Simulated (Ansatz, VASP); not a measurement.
SnSe: VASP beside Ansatz

INCAR

```
ALGO = Normal
EDIFF = 1E-6
ENCUT = 520
ISIF = 2
ISMEAR = -1
LASPH = T
LCHARG = F
LREAL = F
LWAVE = F
NBANDS = 17
NELM = 60
PREC = Accurate
SIGMA = 0.02
```

KPOINTS

```
k-points
0
Gamma
  8 8 8
```

Contents of POSCAR:

```
SnSe
1.0
    0.0000000000      3.0021131538      3.0021131538
    3.0021131538      0.0000000000      3.0021131538
    3.0021131538      3.0021131538      0.0000000000
Sn Se
1 1
Direct
    0.0000000000      0.0000000000      0.0000000000
    0.5000000000      0.5000000000      0.5000000000
```

Input for Ansatz:

```yaml
crystal:
  lattice:
    - [0.0, 3.0021131538, 3.0021131538]
    - [3.0021131538, 0.0, 3.0021131538]
    - [3.0021131538, 3.0021131538, 0.0]
  atoms:
    - { symbol: Sn, position: [0.0, 0.0, 0.0] }
    - { symbol: Se, position: [0.5, 0.5, 0.5] }
kpoints:
  mp_grid: { grid: [8, 8, 8] }
  band_path:
    path:
      - [0.0, 0.0, 0.0]
      - [0.5, 0.0, 0.5]
      - [0.625, 0.25, 0.625]
      - [0.375, 0.375, 0.75]
      - [0.5, 0.5, 0.5]
      - [0.5, 0.25, 0.75]
      - [-0.052246, -0.051758, 0.484131]
      - [-0.057292, -0.041911, 0.479818]
      - [0.5, 0.475, 0.525]
    npoints: 1
hamiltonian:
  xc: lda
scf:
  occupations: { method: fermi_dirac, width: 0.02 }
  n_extra_bands: 4
output:
  forces: true
  stress: true
  eigenvalues: true
```

Alike in both runs: task single point; functional LDA; k mesh 8 × 8 × 8; occupations fermi-dirac, width 0.02 eV; no spin polarisation.

|  | VASP | Ansatz |
| --- | --- | --- |
| version | VASP 6.6.1 | Ansatz 0.2.0 |
| potentials or method | VASP PAW LDA potentials, release 64 (Sn_d, Se) | plane waves, PAW |
| plane-wave cutoff (eV) | 520 | 420 |
| valence electrons in the cell | 20 | 30 |

|  | VASP | Ansatz | Ansatz less VASP |
| --- | --- | --- | --- |
| pressure (GPa) | -2.9 | -3.0 | -0.10 |

LDA's correlation is that of Perdew and Zunger in VASP and of Perdew and Wang (1992) in Ansatz. VASP's potentials hold 20 valence electrons a cell and Ansatz's 30, so a difference there can come from the potentials and not from the codes.
